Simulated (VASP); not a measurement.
# Al2O3 (P-6m2) in VASP: a series of runs

The runs below take Al2O3 through single point, with PBE+D3(BJ).

All numbers are computed with VASP 6.6.1; they aren't measurements. Logs are shortened: lines on timing, memory, paths and dates and some standing lists are left out, and cuts for length are marked.

## Step 1: The cell of the first run

Symmetry: P-6m2, No. 187, hexagonal system. Conventional cell: a = 2.815 Å, b = 2.815 Å, c = 7.164 Å, α = 90.00°, β = 90.00°, γ = 120.00°. Al (site symmetry 3m) has 6 O at 1.71 to 2.12 Å within 2.3 Å. Within 2.3 Å of O (site symmetry 3m) lie 3 Al at 1.71 Å. Within 2.8 Å of O (site symmetry -6m2) lie 6 Al at 2.12 Å and 6 O at 2.49 Å.

## Step 2: Single point, PBE+D3(BJ)

The input, INCAR:

```
PREC = Accurate ; ENCUT = 520
EDIFF = 1E-7 ; ISMEAR = 0
SIGMA = 0.05 ; LREAL = False
LASPH = True ; NELM = 60
ALGO = Normal ; ISIF = 2
LWAVE = False ; LCHARG = False
GGA = PE ; IVDW = 12
NBANDS = 20
```

The input, KPOINTS:

```
Automatic mesh
0
Gamma
  9 9 4
```

The input, POSCAR:

```
Al2O3
1.0
    2.8152956653      0.0000000000      0.0000000000
   -1.4076478327      2.4381175653      0.0000000000
    0.0000000000      0.0000000000      7.1641672095
Al O
2 3
Direct
    0.0000000000      0.0000000000      0.1907358529
    0.0000000000      0.0000000000      0.8092641471
    0.3333333333      0.6666666667      0.2635340166
    0.6666666667      0.3333333333      0.0000000000
    0.3333333333      0.6666666667      0.7364659834
```

Potentials or basis: VASP PAW PBE potentials, release 64 (Al, O).

On the command line:

```sh
cat potpaw_PBE.64/Al/POTCAR potpaw_PBE.64/O/POTCAR > POTCAR
mpirun -np 1 vasp_std > vasp.out
```

OUTCAR:

```text
PREC = Accurate
   ENCUT = 520
   EDIFF = 1E-7
   ISMEAR = 0
   LREAL = False
   LASPH = True
   NELM = 60
   ISIF = 2
   GGA = PE
   IVDW = 12
 IVDW          = 12

 ion  position               nearest neighbor table
   1  0.000  0.000  0.191-   3 1.71   3 1.71   3 1.71   4 2.12   4 2.12   4 2.12   2 2.73
   2  0.000  0.000  0.809-   5 1.71   5 1.71   5 1.71   4 2.12   4 2.12   4 2.12   1 2.73
   3  0.333  0.667  0.264-   1 1.71   1 1.71   1 1.71
   4  0.667  0.333  0.000-   1 2.12   2 2.12   1 2.12   2 2.12   1 2.12   2 2.12
   5  0.333  0.667  0.736-   2 1.71   2 1.71   2 1.71

  LATTYP: Found a hexagonal cell.
 ALAT       =     2.8152956653
 C/A-ratio  =     2.5447299542

  Lattice vectors:

 A1 = (   2.8152956653,   0.0000000000,   0.0000000000)
 A2 = (  -1.4076478327,   2.4381175653,   0.0000000000)
 A3 = (   0.0000000000,   0.0000000000,   7.1641672095)

Analysis of symmetry for initial positions (statically):
=====================================================================
 Subroutine PRICEL returns:
 Original cell was already a primitive cell.

 Routine SETGRP: Setting up the symmetry group for a
 hexagonal supercell.

 Subroutine GETGRP returns: Found 12 space group operations
 (whereof 12 operations were pure point group operations)
 out of a pool of 24 trial point group operations.

The static configuration has the point symmetry D_3h.

Analysis of symmetry for dynamics (positions and initial velocities):
=====================================================================
 Subroutine PRICEL returns:
 Original cell was already a primitive cell.

 Routine SETGRP: Setting up the symmetry group for a
 hexagonal supercell.

 Subroutine GETGRP returns: Found 12 space group operations
 (whereof 12 operations were pure point group operations)
 out of a pool of 24 trial point group operations.

The dynamic configuration has the point symmetry D_3h.

 Subroutine INISYM returns: Found 12 space group operations
 (whereof 12 operations are pure point group operations),
 and found     1 'primitive' translations

----------------------------------------------------------------------------------------

                                     Primitive cell

  volume of cell :      49.1750

  direct lattice vectors                    reciprocal lattice vectors
     2.815295665  0.000000000  0.000000000     0.355202479  0.205076247  0.000000000
    -1.407647833  2.438117565  0.000000000     0.000000000  0.410152494  0.000000000
[... 94 lines left out ...]
   NSW    =      0    number of steps for IOM
   IBRION =     -1    ionic relax: 0-MD 1-quasi-New 2-CG
   NFREE  =      0    steps in history (QN), initial steepest desc. (CG)
   ISIF   =      2    stress and relaxation
   ISYM   =      2    0-nonsym 1-usesym 2-fastsym
   POTIM  = 0.5000    time-step for ionic-motion
   TEBEG  =    0.0;   TEEND  =   0.0 temperature during run
   PSTRESS=    0.0 pullay stress
   NELECT =      24.0000    total number of electrons
   NUPDOWN=      -1.0000    fix difference up-down
   EMIN   =  10.00;   EMAX   =-10.00  energy-range for DOS
   EFERMI =   0.00;   METHOD = LEGACY
   ISMEAR =     0;   SIGMA  =   0.05  broadening in eV -4-tet -1-fermi 0-gaus
   EFERMI_NEDOS =   21; number of points for ismear=-14 and -15
   IALGO  =     38    algorithm
   IMIX   =      4    mixing-type and parameters
     AMIX     =   0.40;   BMIX     =  1.00
     AMIX_MAG =   1.60;   BMIX_MAG =  1.00
  volume/ion in A,a.u.               =       9.83        66.37
  Fermi-wavevector in a.u.,A,eV,Ry     =   1.288933  2.435731 22.604027  1.661349
  Thomas-Fermi vector in A             =   2.420857
   LORBIT       =      0    0 simple, 1 ext, 2 COOP (PROOUT), +10 PAW based schemes
   GGA     = PE    functional components
   LHFCALC =     F    Hartree Fock is set to
   AEXX    =    0.0000 exact exchange contribution
   IVDW    =    12    specifies the selected vdW correction
   LEPSILON=     F    determine dielectric tensor
   LRPA    =     F    only Hartree local field effects (RPA)
 non-spin polarized calculation
 Gauss-broadening in eV      SIGMA  =   0.05
  energy-cutoff  :      520.00
  volume of cell :       49.17
 maximum number of plane-waves:      1340
 NGX is ok and might be reduce to    24
   NGX = 11   NGY = 11   NGZ = 27

 number of electron      24.0000011 magnetization

 Free energy of the ion-electron system (eV)
  ---------------------------------------------------
  ext. energy  EPLUGINS =         0.00000000
  ---------------------------------------------------
  free energy    TOTEN  =       -35.56365123 eV

  energy without entropy =      -35.56365123  energy(sigma->0) =      -35.56365123

 E-fermi :   4.7300     XC(G=0): -10.4515

 val. band max:        4.5147519048   @ k =   0.1111   0.1111   0.0000
 cond. band min:       9.8434722261   @ k =   0.0000   0.0000   0.0000
 fundamental gap:      5.3287203214
 Fermi energy:         4.7300468501

 k-point     1 :       0.0000    0.0000    0.0000
  band No.  band energies     occupation
      1     -15.2381      2.00000
      2     -14.3548      2.00000
      3     -12.1862      2.00000
      4      -0.5962      2.00000
      5       1.3990      2.00000
      6       1.9703      2.00000
[... 541 lines left out ...]
     19      18.5067      0.00000
     20      18.9015      0.00000

 [... further k-points ...]

------------------------ aborting loop because EDIFF is reached ----------------------------------------

 Edisp (eV)   -1.03160

 E8    (eV) :    -0.3902

  FORCE on cell =-STRESS in cart. coord.  units (eV):
  Direction    XX          YY          ZZ          XY          YZ          ZX
  --------------------------------------------------------------------------------------
  -------------------------------------------------------------------------------------
  Total       8.99491     8.99491     5.69771    -0.00000    -0.00000     0.00000
  in kB     293.06427   293.06427   185.63793    -0.00000    -0.00000     0.00000
  external pressure =      257.26 kB  Pullay stress =        0.00 kB

 VOLUME and BASIS-vectors are now :
 -----------------------------------------------------------------------------
  energy-cutoff  :      520.00
  volume of cell :       49.17
      direct lattice vectors                 reciprocal lattice vectors
     2.815295665  0.000000000  0.000000000     0.355202479  0.205076247  0.000000000
    -1.407647833  2.438117565  0.000000000     0.000000000  0.410152494  0.000000000
     0.000000000  0.000000000  7.164167210     0.000000000  0.000000000  0.139583565

 POSITION                                       TOTAL-FORCE (eV/Angst)
 -----------------------------------------------------------------------------------
      0.00000      0.00000      1.36646         0.000000     -0.000000     -2.646581
      0.00000      0.00000      5.79770         0.000000      0.000000      2.646581
     -0.00000      1.62541      1.88800        -0.000000     -0.000000      3.532474
      1.40765      0.81271      0.00000         0.000000     -0.000000      0.000000
     -0.00000      1.62541      5.27617         0.000000     -0.000000     -3.532474
 -----------------------------------------------------------------------------------
    total drift:                                0.000000     -0.000000      0.000000

  FREE ENERGIE OF THE ION-ELECTRON SYSTEM (eV)
  ---------------------------------------------------
  free  energy   TOTEN  =       -36.5952479602 eV

  energy  without entropy=      -36.5952479602  energy(sigma->0) =      -36.59524796
```

Wall time 30 s (1 thread of Intel Xeon Platinum 8175M at 2.50GHz (Skylake/Cascade Lake), shared host); peak memory 0.2 GiB.

Results:

```
Free energy                : -36.5952 eV
Pressure                   : 25.7 GPa
Largest force              : 3.532 eV/Å
Band gap on the k mesh     : 5.33 eV, indirect (least direct gap 5.58 eV)
Dispersion energy per atom : -0.206 eV
```

Forces on the atoms (eV/Å):
```
Al   0.000  0.000 -2.647
Al   0.000  0.000  2.647
O    0.000  0.000  3.532
O    0.000  0.000  0.000
O    0.000  0.000 -3.532
```

Caveat: forces of over 1 eV/Å act on the atoms, so gaps and moduli don't describe the material at rest. A hybrid or GW would open this gap; PBE tends to underestimate it.

(Part 1 of 2 ends here.)
